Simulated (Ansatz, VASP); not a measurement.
TeMo5: VASP beside Ansatz

```
Te Mo
1.0
     5.11774    0.00000    0.00000
    -2.55887    4.43209    0.00000
     0.00000    0.00000    4.80310
Te Mo
1 5
Direct
  0.00000 0.00000 0.00000
  0.50000 0.00000 0.50000
  0.50000 0.50000 0.50000
  0.00000 0.50000 0.50000
  0.33333 0.66667 0.00000
  0.66667 0.33333 0.00000
```

Change from the starting cell: species swapped into the YNi5 type (P6/mmm, No. 191).

Alike in both runs: functional PBE; k mesh 12 × 12 × 8; occupations gaussian, width 0.1 eV; no spin polarisation.

Ansatz relaxed the structure, and its values are those at the end. VASP's run is a single point on that final structure, the one shown.

|  | VASP | Ansatz |
| --- | --- | --- |
| version | VASP 6.6.1 | Ansatz 0.2.0 |
| potentials or method | VASP PAW PBE potentials, release 64 (Te, Mo_sv), cutoff 520 eV | scalar-relativistic, plane waves, PAW |
| valence electrons in the cell | 76 | 86 |

|  | VASP | Ansatz | Ansatz less VASP |
| --- | --- | --- | --- |
| gap on the k mesh at the Fermi level (eV) | none | none | - |
| pressure (GPa) | 0.3 | 0.0 | -0.31 |

A gap of «none» marks a metal or a gap that the smearing closes. VASP's potentials hold 76 valence electrons a cell and Ansatz's 86, so a difference there can come from the potentials and not from the codes.

Neither program's run includes spin-orbit coupling.
